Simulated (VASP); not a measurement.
Here is a VASP 6.6.1 calculation.

INCAR

```
PREC = Accurate
ENCUT = 520
EDIFF = 1E-6
ISMEAR = 0
SIGMA = 0.1
LREAL = F
LASPH = T
NELM = 80
ALGO = Normal
ISIF = 2
LWAVE = F
LCHARG = F
GGA = PE
NBANDS = 28
```

Contents of KPOINTS:

```
regular mesh
0
Gamma
  4 4 4
```

Contents of POSCAR:

```
HfSiO4
1.0
    0.0000000000      3.4559562281      3.4559562281
    3.4559562281      0.0000000000      3.4559562281
    3.4559562281      3.4559562281      0.0000000000
Hf Si O
1 1 4
Direct
    0.5000000000      0.5000000000      0.5000000000
    0.0000000000      0.0000000000      0.0000000000
    0.1322840383      0.6031478852      0.1322840383
    0.1322840383      0.1322840383      0.6031478852
    0.6031478852      0.1322840383      0.1322840383
    0.1322840383      0.1322840383      0.1322840383
```

Potentials or basis: VASP PAW PBE potentials, release 64 (Hf_pv, Si, O).

Run with:

```console
$ cat potpaw_PBE.64/Hf_pv/POTCAR potpaw_PBE.64/Si/POTCAR potpaw_PBE.64/O/POTCAR > POTCAR
$ mpirun -np 1 vasp_std > vasp.out
```

Question: What does it give for the band gap on the k mesh?

Answer: 0.13 eV (least direct gap 0.15 eV).

Question: What does it give for the pressure?

Answer: 0.1 GPa.

Question: Predict the largest force.

Answer: 0.106 eV/Å.

Forces in eV/Å, atoms in the order of the input:
```
Hf   0.000  0.000  0.000
Si   0.000  0.000  0.000
O   -0.061  0.061 -0.061
O   -0.061 -0.061  0.061
O    0.061 -0.061 -0.061
O    0.061  0.061  0.061
```

Caveat: spin-orbit coupling is left out, which moves the levels of the heavy elements. A k mesh can miss the band edges.
